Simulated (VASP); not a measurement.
# Hf (Pm-3m) in VASP: notebook

Runs on Hf. Level: PBE. Tasks: single point.

All numbers are computed with VASP 6.6.1; they aren't measurements. Logs are shortened: lines on timing, memory, paths and dates and some standing lists are left out, and cuts for length are marked.

## Step 1: The cell of the first run

It takes space group Pm-3m (No. 221, cubic). The conventional cell has a = 2.566 Å, b = 2.566 Å, c = 2.566 Å, α = 90.00°, β = 90.00°, γ = 90.00°. Hf (site symmetry m-3m) has 6 Hf at 2.57 Å within 3.4 Å.

## Step 2: Single point, PBE (volume scaled by 0.68)

Input file INCAR:

```
ALGO = Normal
EDIFF = 1E-7
ENCUT = 520
GGA = PE
ISIF = 2
ISMEAR = -1
LASPH = T
LCHARG = F
LREAL = F
LWAVE = F
NBANDS = 11
NELM = 60
PREC = Accurate
SIGMA = 0.08
```

Input file KPOINTS:

```
k-points
0
Gamma
  15 15 15
```

Input file POSCAR:

```
Hf
1.0
    2.5656475152      0.0000000000      0.0000000000
    0.0000000000      2.5656475152      0.0000000000
    0.0000000000      0.0000000000      2.5656475152
Hf
1
Direct
    0.0000000000      0.0000000000      0.0000000000
```

Potentials or basis: VASP PAW PBE potentials, release 64 (Hf_pv).

Started as:

```
$ cat potpaw_PBE.64/Hf_pv/POTCAR > POTCAR
$ mpirun -np 1 vasp_std > vasp.out
```

OUTCAR:

```text
EDIFF = 1E-7
   ENCUT = 520
   GGA = PE
   ISIF = 2
   ISMEAR = -1
   LASPH = T
   LREAL = F
   NELM = 60
   PREC = Accurate

 ion  position               nearest neighbor table
   1  0.000  0.000  0.000-

  LATTYP: Found a simple cubic cell.
 ALAT       =     2.5656475152

  Lattice vectors:

 A1 = (   2.5656475152,   0.0000000000,   0.0000000000)
 A2 = (   0.0000000000,   2.5656475152,   0.0000000000)
 A3 = (   0.0000000000,   0.0000000000,   2.5656475152)

Analysis of symmetry for initial positions (statically):
=====================================================================
 Subroutine PRICEL returns:
 Original cell was already a primitive cell.

 Routine SETGRP: Setting up the symmetry group for a
 simple cubic supercell.

 Subroutine GETGRP returns: Found 48 space group operations
 (whereof 48 operations were pure point group operations)
 out of a pool of 48 trial point group operations.

The static configuration has the point symmetry O_h .

Analysis of symmetry for dynamics (positions and initial velocities):
=====================================================================
 Subroutine PRICEL returns:
 Original cell was already a primitive cell.

 Routine SETGRP: Setting up the symmetry group for a
 simple cubic supercell.

 Subroutine GETGRP returns: Found 48 space group operations
 (whereof 48 operations were pure point group operations)
 out of a pool of 48 trial point group operations.

The dynamic configuration has the point symmetry O_h .

 Subroutine INISYM returns: Found 48 space group operations
 (whereof 48 operations are pure point group operations),
 and found     1 'primitive' translations

----------------------------------------------------------------------------------------

                                     Primitive cell

  volume of cell :      16.8885

  direct lattice vectors                    reciprocal lattice vectors
     2.565647515  0.000000000  0.000000000     0.389765154  0.000000000  0.000000000
     0.000000000  2.565647515  0.000000000     0.000000000  0.389765154  0.000000000
     0.000000000  0.000000000  2.565647515     0.000000000  0.000000000  0.389765154

  length of vectors
     2.565647515  2.565647515  2.565647515     0.389765154  0.389765154  0.389765154
[... 76 lines left out ...]
   LASPH  =      T    aspherical Exc in radial PAW
   ENCUT  =  520.0 eV  38.22 Ry    6.18 a.u.   4.77  4.77  4.77*2*pi/ulx,y,z
   NELM   =     60;   NELMIN=  2; NELMDL= -5     # of ELM steps
   EDIFF  = 0.1E-06   stopping-criterion for ELM
   LREAL  =      F    real-space projection
   EDIFFG = 0.1E-05   stopping-criterion for IOM
   NSW    =      0    number of steps for IOM
   IBRION =     -1    ionic relax: 0-MD 1-quasi-New 2-CG
   NFREE  =      0    steps in history (QN), initial steepest desc. (CG)
   ISIF   =      2    stress and relaxation
   ISYM   =      2    0-nonsym 1-usesym 2-fastsym
   POTIM  = 0.5000    time-step for ionic-motion
   TEBEG  =    0.0;   TEEND  =   0.0 temperature during run
   PSTRESS=    0.0 pullay stress
   NELECT =      10.0000    total number of electrons
   NUPDOWN=      -1.0000    fix difference up-down
   EMIN   =  10.00;   EMAX   =-10.00  energy-range for DOS
   EFERMI =   0.00;   METHOD = LEGACY
   ISMEAR =    -1;   SIGMA  =   0.08  broadening in eV -4-tet -1-fermi 0-gaus
   EFERMI_NEDOS =   21; number of points for ismear=-14 and -15
   IALGO  =     38    algorithm
   IMIX   =      4    mixing-type and parameters
     AMIX     =   0.40;   BMIX     =  1.00
     AMIX_MAG =   1.60;   BMIX_MAG =  1.00
  volume/ion in A,a.u.               =      16.89       113.97
  Fermi-wavevector in a.u.,A,eV,Ry     =   1.374710  2.597826 25.712675  1.889828
  Thomas-Fermi vector in A             =   2.500112
   LORBIT       =      0    0 simple, 1 ext, 2 COOP (PROOUT), +10 PAW based schemes
   GGA     = PE    functional components
[... 5 lines left out ...]
 non-spin polarized calculation
  energy-cutoff  :      520.00
  volume of cell :       16.89
 maximum number of plane-waves:       466
 NGX is ok and might be reduce to    20
   NGX =  9   NGY =  9   NGZ =  9

 number of electron      10.0000002 magnetization

 Free energy of the ion-electron system (eV)
  ---------------------------------------------------
  ext. energy  EPLUGINS =         0.00000000
  ---------------------------------------------------
  free energy    TOTEN  =        -7.86322771 eV

  energy without entropy =       -7.84592350  energy(sigma->0) =       -7.85457560

 E-fermi :   6.5861     XC(G=0): -12.5397

 val. band max:        6.5395337439   @ k =   0.4000   0.3333   0.1333
 cond. band min:       6.6169093966   @ k =   0.4000   0.1333   0.1333
 fundamental gap:      0.0773756528
 Fermi energy:         6.5861115044

 k-point     1 :       0.0000    0.0000    0.0000
  band No.  band energies     occupation
      1     -22.1715      2.00000
      2     -22.1715      2.00000
      3     -22.1715      2.00000
      4      -0.9021      2.00000
      5       3.9657      2.00000
      6       3.9657      2.00000
      7      16.1651      0.00000
      8      16.1651      0.00000
      9      16.1651      0.00000
     10      20.6985      0.00000
     11      23.4786      0.00000
[... 309 lines left out ...]
 k-point    24 :       0.3333    0.2000    0.0000
  band No.  band energies     occupation
      1     -24.1485      2.00000
      2     -22.9559      2.00000
      3     -21.8841      2.00000
      4       3.1134      2.00000
      5       5.5920      1.99999
      6       7.7640      0.00000
      7      10.9020      0.00000
      8      11.7801      0.00000
      9      14.3100      0.00000
     10      19.7510      0.00000
     11      20.7159      0.00000

 [... further k-points ...]

------------------------ aborting loop because EDIFF is reached ----------------------------------------

  FORCE on cell =-STRESS in cart. coord.  units (eV):
  Direction    XX          YY          ZZ          XY          YZ          ZX
  --------------------------------------------------------------------------------------
  -------------------------------------------------------------------------------------
  Total        5.8851407      5.8851407      5.8851407     -0.0000000     -0.0000000     -0.0000000
  in kB      558.3113589    558.3113589    558.3113589     -0.0000000     -0.0000000     -0.0000000
  external PRESSURE =     558.3113589 kB  Pullay stress =       0.0000000 kB

 VOLUME and BASIS-vectors are now :
 -----------------------------------------------------------------------------
  energy-cutoff  :      520.00
  volume of cell :       16.89
      direct lattice vectors                 reciprocal lattice vectors
     2.565647515  0.000000000  0.000000000     0.389765154  0.000000000  0.000000000
     0.000000000  2.565647515  0.000000000     0.000000000  0.389765154  0.000000000
     0.000000000  0.000000000  2.565647515     0.000000000  0.000000000  0.389765154

 POSITION                                       TOTAL-FORCE (eV/Angst)
 -----------------------------------------------------------------------------------
      0.00000      0.00000      0.00000         0.000000      0.000000      0.000000
 -----------------------------------------------------------------------------------
    total drift:                                0.000000      0.000000      0.000000

  FREE ENERGIE OF THE ION-ELECTRON SYSTEM (eV)
  ---------------------------------------------------
  free  energy   TOTEN  =        -7.8632277129 eV

  energy  without entropy=       -7.8459234968  energy(sigma->0) =       -7.85457560
```

stdout:

```text
POSCAR found type information on POSCAR Hf
 POSCAR found :  1 types and       1 ions
 scaLAPACK will be used
 LDA part: xc-table for (Slater+PW92), standard interpolation
 POSCAR, INCAR and KPOINTS ok, starting setup
 FFT: planning ... GRIDC
 FFT: planning ... GRID_SOFT
 FFT: planning ... GRID
 WAVECAR not read
 entering main loop
```

Wall time 22 s (1 thread of Intel Xeon Platinum 8259CL at 2.50GHz (Skylake/Cascade Lake), shared host); peak memory 0.14 GiB.

What came out:

```
Free energy            : -7.8632 eV
Pressure               : 55.8 GPa
Band gap on the k mesh : zero (band 5 reaches 7.57 eV, above the bottom of band 6 at 3.90 eV)
```

Levels at points of the mesh, in eV from the Fermi level:
| k point | band 2 | band 3 | band 4 | band 5 | band 6 | band 7 | band 8 | band 9 |
| --- | --- | --- | --- | --- | --- | --- | --- | --- |
| (0.00, 0.00, 0.00) | -28.76 | -28.76 | -7.49 | -2.62 | -2.62 | 9.58 | 9.58 | 9.58 |

Caveat: the cell differs from its parent crystal (volume scaled by 0.68); spin-orbit coupling is left out, which moves the levels of the heavy elements.

## Step 3: Single point, PBE (volume scaled by 0.76)

Input file INCAR:

```
PREC = Accurate
ENCUT = 520
EDIFF = 1E-6
ISMEAR = -1
SIGMA = 0.08
LREAL = F
LASPH = T
NELM = 100
ALGO = Normal
ISIF = 2
LWAVE = F
LCHARG = T
GGA = PE
LELF = T
LVHAR = T
NBANDS = 11
```

Input file KPOINTS:

```
regular mesh
0
Gamma
  15 15 15
```

Input file POSCAR:

```
Hf
1.0
    2.6625547682      0.0000000000      0.0000000000
    0.0000000000      2.6625547682      0.0000000000
    0.0000000000      0.0000000000      2.6625547682
Hf
1
Direct
    0.0000000000      0.0000000000      0.0000000000
```

Potentials or basis: VASP PAW PBE potentials, release 64 (Hf_pv).

Started as:

```
$ cat potpaw_PBE.64/Hf_pv/POTCAR > POTCAR
$ mpirun -np 1 vasp_std > vasp.out
```

It took 19 s on 1 thread of Intel Xeon Platinum 8259CL at 2.50GHz (Skylake/Cascade Lake), shared host; peak memory 0.14 GiB.

The run converged. Its results:

| Quantity | Value |
| --- | --- |
| Free energy | -8.3927 eV |
| Pressure | 31.6 GPa |
| Band gap on the k mesh | zero (band 5 reaches 6.69 eV, above the bottom of band 6 at 3.51 eV) |

Levels at points of the mesh, in eV from the Fermi level:
```tsv
k point	band 2	band 3	band 4	band 5	band 6	band 7	band 8	band 9
(0.00, 0.00, 0.00)	-29.08	-29.08	-7.21	-2.17	-2.17	8.60	8.60	8.60
```

Caveat: the cell differs from its parent crystal (volume scaled by 0.76); spin-orbit coupling is left out, which moves the levels of the heavy elements.

## Step 4: Single point, PBE (volume scaled by 0.84)

Input file INCAR:

```
SYSTEM = Hf
ALGO = Normal
EDIFF = 1E-6
ENCUT = 520
GGA = PE
ISIF = 2
ISMEAR = -1
LASPH = .True.
LCHARG = .False.
LREAL = .False.
LWAVE = .False.
NBANDS = 11
NELM = 80
PREC = Accurate
SIGMA = 0.08
```

Input file KPOINTS:

```
k-points
0
Gamma
  15 15 15
  0 0 0
```

Input file POSCAR:

```
Hf
1.0
    2.7528789470      0.0000000000      0.0000000000
    0.0000000000      2.7528789470      0.0000000000
    0.0000000000      0.0000000000      2.7528789470
Hf
1
Direct
    0.0000000000      0.0000000000      0.0000000000
```

Started as:

```
$ cat potpaw_PBE.64/Hf_pv/POTCAR > POTCAR
$ mpirun -np 1 vasp_std > vasp.out
```

Wall time 21 s (1 thread of Intel Xeon Platinum 8259CL at 2.50GHz (Skylake/Cascade Lake), shared host); peak memory 0.14 GiB.

Results (log left out):

```yaml
Free_energy: -8.6835 eV
Pressure: 16.4 GPa
Band_gap_on_the_k_mesh: zero (band 5 reaches 5.93 eV, above the bottom of band 6 at 3.10 eV)
```

Levels at points of the mesh, in eV from the Fermi level:
```tsv
k point	band 1	band 2	band 3	band 4	band 5	band 6	band 7	band 8	band 9	band 10
(0.00, 0.00, 0.00)	-29.40	-29.40	-29.40	-6.95	-1.84	-1.84	7.77	7.77	7.77	13.61
```

Caveat: the cell differs from its parent crystal (volume scaled by 0.84); spin-orbit coupling is left out, which moves the levels of the heavy elements.

## Step 5: Single point, PBE (volume scaled by 0.92)

Input file INCAR:

```
PREC = Accurate ; ENCUT = 520
EDIFF = 1E-6 ; ISMEAR = -1
SIGMA = 0.08 ; LREAL = False
LASPH = True ; NELM = 60
ALGO = Normal ; ISIF = 2
LWAVE = False ; LCHARG = False
GGA = PE ; NBANDS = 11
```

Input file KPOINTS:

```
Automatic mesh
0
Gamma
  15 15 15
```

Input file POSCAR:

```
Hf
1.0
    2.8376356277      0.0000000000      0.0000000000
    0.0000000000      2.8376356277      0.0000000000
    0.0000000000      0.0000000000      2.8376356277
Hf
1
Direct
    0.0000000000      0.0000000000      0.0000000000
```

Started as:

```
$ cat potpaw_PBE.64/Hf_pv/POTCAR > POTCAR
$ mpirun -np 1 vasp_std > vasp.out
```

Run time: 24 s. Hardware: 1 thread of Intel Xeon Platinum 8259CL at 2.50GHz (Skylake/Cascade Lake), shared host; peak memory 0.15 GiB.

The run converged. Its results:

```yaml
Free_energy: -8.8214 eV
Pressure: 6.5 GPa
Band_gap_on_the_k_mesh: zero (band 5 reaches 5.27 eV, above the bottom of band 6 at 2.72 eV)
```

Levels at points of the mesh, in eV from the Fermi level:
```
           k point  band 2  band 3  band 4  band 5  band 6  band 7  band 8  band 9
(0.00, 0.00, 0.00)  -29.70  -29.70   -6.70   -1.59   -1.59    7.06    7.06    7.06
```

Caveat: the cell differs from its parent crystal (volume scaled by 0.92); spin-orbit coupling is left out, which moves the levels of the heavy elements.

## Step 6: Single point, PBE

This run uses another cell than the first one, of 24.84 Å³/atom, 1.471 times its volume.

Input file INCAR:

```
SYSTEM = Hf
  PREC = Accurate
  ENCUT = 520
  EDIFF = 1E-6
  ISMEAR = -1
  SIGMA = 0.08
  LREAL = .False.
  LASPH = .True.
  NELM = 80
  ALGO = Normal
  ISIF = 2
  LWAVE = .False.
  LCHARG = .False.
  GGA = PE
  NBANDS = 11
```

Input file KPOINTS:

```
regular mesh
0
Gamma
  15 15 15
  0 0 0
```

Input file POSCAR:

```
Hf
1.0
    2.9176107633      0.0000000000      0.0000000000
    0.0000000000      2.9176107633      0.0000000000
    0.0000000000      0.0000000000      2.9176107633
Hf
1
Direct
    0.0000000000      0.0000000000      0.0000000000
```

Potentials or basis: VASP PAW PBE potentials, release 64 (Hf_pv).

Started as:

```
$ cat potpaw_PBE.64/Hf_pv/POTCAR > POTCAR
$ mpirun -np 1 vasp_std > vasp.out
```

Run time: 22 s. Hardware: 1 thread of Intel Xeon Platinum 8259CL at 2.50GHz (Skylake/Cascade Lake), shared host; peak memory 0.16 GiB.

The run converged. Its results:

```yaml
Free_energy: -8.8576 eV
Pressure: -0.3 GPa
Band_gap_on_the_k_mesh: zero (band 5 reaches 4.70 eV, above the bottom of band 6 at 2.39 eV)
```

Levels at points of the mesh, in eV from the Fermi level:
| k point | band 2 | band 3 | band 4 | band 5 | band 6 | band 7 | band 8 | band 9 |
| --- | --- | --- | --- | --- | --- | --- | --- | --- |
| (0.00, 0.00, 0.00) | -29.98 | -29.98 | -6.46 | -1.39 | -1.39 | 6.45 | 6.45 | 6.45 |

Caveat: spin-orbit coupling is left out, which moves the levels of the heavy elements.

## Step 7: Summary

```tsv
cell	gap on the mesh (eV)	pressure (GPa)
a = 2.566 Å, 1 atom	none	55.8
a = 2.663 Å, 1 atom	none	31.6
a = 2.753 Å, 1 atom	none	16.4
a = 2.838 Å, 1 atom	none	6.5
a = 2.918 Å, 1 atom	none	-0.3
```

Alike in all rows: task single point; level PBE; potentials or basis VASP PAW PBE potentials, release 64 (Hf_pv); no spin polarisation; k mesh 15 × 15 × 15; cutoff (eV) 520; smearing fermi-dirac 0.08 eV.

Caveats: spin-orbit coupling is left out, which moves the levels of the heavy elements.

Total energies depend on the potentials used, so only differences within one code and one set of settings carry meaning.
